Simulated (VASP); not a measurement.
MoS2, a slab with vacuum:

```
CELL_PARAMETERS angstrom
3.18456 0.00000 0.00000
-1.59228 2.75791 0.00000
0.00000 0.00000 17.33464
ATOMIC_POSITIONS crystal
Mo 0.00000 0.00000 0.00000
S 0.33333 0.66667 0.09015
S 0.33333 0.66667 0.90985
```

Base run:

```yaml
Program: VASP 6.6.1
Functional: PBE
Potentials_or_basis: VASP PAW PBE potentials, release 64 (Mo_sv, S)
Cutoff: 520 eV
k_mesh: 12 × 12 × 2
Occupations: gaussian, width 0.02 eV
Spin: no spin polarisation
```

Its results: band gap on the k mesh 1.67 eV, indirect (least direct gap 1.68 eV); largest force 0.013 eV/Å.

**Question.** The run is repeated on the same cell with these changes: functional from PBE to r2SCAN. What comes out?

**Answer.** Band gap on the k mesh 1.75 eV, indirect (least direct gap 1.79 eV); largest force 0.206 eV/Å.

Caveats: the PAW data sets were made with another functional, which shifts forces and pressure a little (some runs).

A k mesh can miss the band edges.
